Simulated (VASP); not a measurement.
Runs of VASP 6.6.1 on HgTe (Coloradoite). The structure is that of space group I-4m2 (No. 119), or close to it. The cells are those of the table. 

```csv
level,cell,k mesh,gap on the mesh (eV),pressure (GPa)
PBEsol,"a = 4.456, b = 4.456, c = 4.546 Å, angles 59.3, 59.3, 61.3°, 2 atoms",6 × 6 × 6,0.14,4.2
PBE,"a = 4.638, b = 4.638, c = 4.728 Å, angles 59.4, 59.4, 61.3°, 2 atoms",6 × 6 × 6,0.12,(c)
PBEsol,"a = 4.524, b = 4.524, c = 4.592 Å, angles 59.5, 59.5, 61.0°, 2 atoms",7 × 7 × 7,0.10,(b)
PBEsol,"a = 4.504, b = 4.504, c = 4.640 Å, angles 59.0, 59.0, 62.0°, 2 atoms",7 × 7 × 7,(a),1.8
```

Alike in all rows: task single point; potentials or basis VASP PAW PBE potentials, release 64 (Hg, Te); no spin polarisation; cutoff (eV) 520; smearing fermi-dirac 0.05 eV.

Problem. Fill in the values left out.

Solution. (a) 0.19; (b) 1.9; (c) 0.9.

Caveats: spin-orbit coupling is left out, which moves the levels of the heavy elements; the PAW data sets were made with another functional, which shifts forces and pressure a little (some runs).

A k mesh can miss the band edges, and the runs leave out spin-orbit coupling on Hg, Te.
